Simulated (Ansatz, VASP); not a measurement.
**MoS2: VASP beside Ansatz**

The input INCAR:

```
PREC     = Accurate       # precision mode
ENCUT    = 500            # plane-wave cutoff, eV
EDIFF    = 1E-6           # SCF threshold, eV
ISMEAR   = 0              # smearing method
SIGMA    = 0.05           # smearing width, eV
LREAL    = F              # projectors in reciprocal space
LASPH    = T              # aspherical terms in the spheres
NELM     = 200            # most SCF steps
ALGO     = Normal         # electronic algorithm
ISIF     = 2              # what is computed and relaxed
LWAVE    = F              # write WAVECAR
LCHARG   = F              # write CHGCAR
ISPIN    = 2              # spin polarisation
MAGMOM   = 2 0 0          # initial moments
LORBIT   = 11             # projections on sites
LMAXMIX  = 4              # l up to which the mixer works
LDAU     = T              # DFT+U
LDAUTYPE = 1            
LDAUL    = 2 -1           # shell
LDAUU    = 3 0            # U, eV
LDAUJ    = 0.7 0        
LDAUPRINT= 1            
NBANDS   = 24             # bands
GGA_COMPAT= F
```

KPOINTS

```
Automatic mesh
0
Gamma
  6 6 6
```

File POSCAR:

```
MoS2
1.0
    0.0000000000      2.9959514200      2.9959514200
    2.9959514200      0.0000000000      2.9959514200
    2.9959514200      2.9959514200      0.0000000000
Mo S
1 2
Direct
    0.0000000000      0.0000000000      0.0000000000
    0.2500000000      0.2500000000      0.2500000000
    0.7500000000      0.7500000000      0.7500000000
```

Input for Ansatz:

```yaml
crystal:
  lattice:
    - [0.0, 2.99595142, 2.99595142]
    - [2.99595142, 0.0, 2.99595142]
    - [2.99595142, 2.99595142, 0.0]
  atoms:
    - { symbol: Mo, position: [0.0, 0.0, 0.0], spin: 2.0 }
    - { symbol: S, position: [0.25, 0.25, 0.25] }
    - { symbol: S, position: [0.75, 0.75, 0.75] }
basis:
  ecutwfc: 420
  ecutrho_ratio: 4
kpoints:
  mp_grid: { grid: [6, 6, 6] }
hamiltonian:
  xc: lda
  hubbard: { sites: [{ site: 0, l: d, u: 3.0, j: 0.7 }] }
scf:
  occupations: { method: gaussian, width: 0.05 }
output:
  forces: true
  stress: true
  eigenvalues: true
  populations: true
  hubbard: { sites: [{ site: 0, l: d }] }
magnetization:
  spin_polarized: true
```

Alike in both runs: task single point; functional LDA; k mesh 6 × 6 × 6; occupations gaussian, width 0.05 eV; collinear spin; Hubbard terms Mo d U = 3.0 eV, J = 0.7 eV.

```csv
,VASP,Ansatz
version,VASP 6.6.1,Ansatz 0.2.0
potentials or method,"VASP PAW LDA potentials, release 64 (Mo_sv, S), cutoff 500 eV","scalar-relativistic, plane waves, PAW"
valence electrons in the cell,26,26
```

```csv
,VASP,Ansatz,Ansatz less VASP
gap on the k mesh at the Fermi level (eV),none,none,-
pressure (GPa),-7.6,-7.4,+0.21
net moment per atom (μB),0.62,0.66,+0.033
size of the moment on the site where the two differ most (μB),1.63,1.45,-0.180
```

LDA's correlation is that of Perdew and Zunger in VASP and of Perdew and Wang (1992) in Ansatz. Site moments also hang on the region over which each program counts them. The programs project onto different local orbitals, so the same U acts differently, and such runs can settle in different states. A gap of «none» marks a metal or a gap that the smearing closes. Ansatz's warnings: filled band counts differ across k points.
